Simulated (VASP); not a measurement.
Set up this calculation in VASP 6.6.1, as the native input.

```
Task                   : single point
Functional             : PBEsol
Potentials or basis    : VASP PAW PBE potentials, release 64 (Al, N)
Cutoff                 : 520 eV
k mesh                 : 9 × 9 × 6
Occupations            : gaussian, width 0.05 eV
Spin                   : no spin polarisation
Dipole correction      : no
Further INCAR settings : ALGO = Normal; EDIFF = 1e-06; NBANDS = 16
```

The structure of AlN lies in POSCAR:

```
AlN
1.0
    3.2304456616      0.0000000000      0.0000000000
   -1.6152228308      2.7976480085      0.0000000000
    0.0000000000      0.0000000000      4.1165569066
Al N
2 2
Direct
    0.3333333333      0.6666666667      0.7500000000
    0.6666666667      0.3333333333      0.2500000000
    0.3333333333      0.6666666667      0.2500000000
    0.6666666667      0.3333333333      0.7500000000
```

This cell differs from its parent crystal: volume 9.301 Å^3 an atom, c/a of the conventional cell 1.2743.

These files were run (other wordings do the same):

INCAR

```
SYSTEM = AlN
PREC = Accurate
ENCUT = 520
EDIFF = 1E-6
ISMEAR = 0
SIGMA = 0.05
LREAL = .FALSE.
LASPH = .TRUE.
NELM = 100
ALGO = Normal
ISIF = 2
LWAVE = .FALSE.
LCHARG = .FALSE.
GGA = PS
NBANDS = 16
```

KPOINTS

```
Automatic mesh
0
G
  9 9 6
  0 0 0
```

Potentials or basis: VASP PAW PBE potentials, release 64 (Al, N).

The run is started by

```console
$ cat potpaw_PBE.64/Al/POTCAR potpaw_PBE.64/N/POTCAR > POTCAR
$ mpirun -np 1 vasp_std > vasp.out
```

It gave:

| Property | Result |
| --- | --- |
| Pressure | 12.3 GPa |
| Band gap on the k mesh | 3.67 eV, direct |

Caveat: the PAW data sets were made with another functional, which shifts forces and pressure a little.

It took 22 s on 1 thread of Intel Xeon 8259CL, on a shared host, peak memory 0.16 GiB.
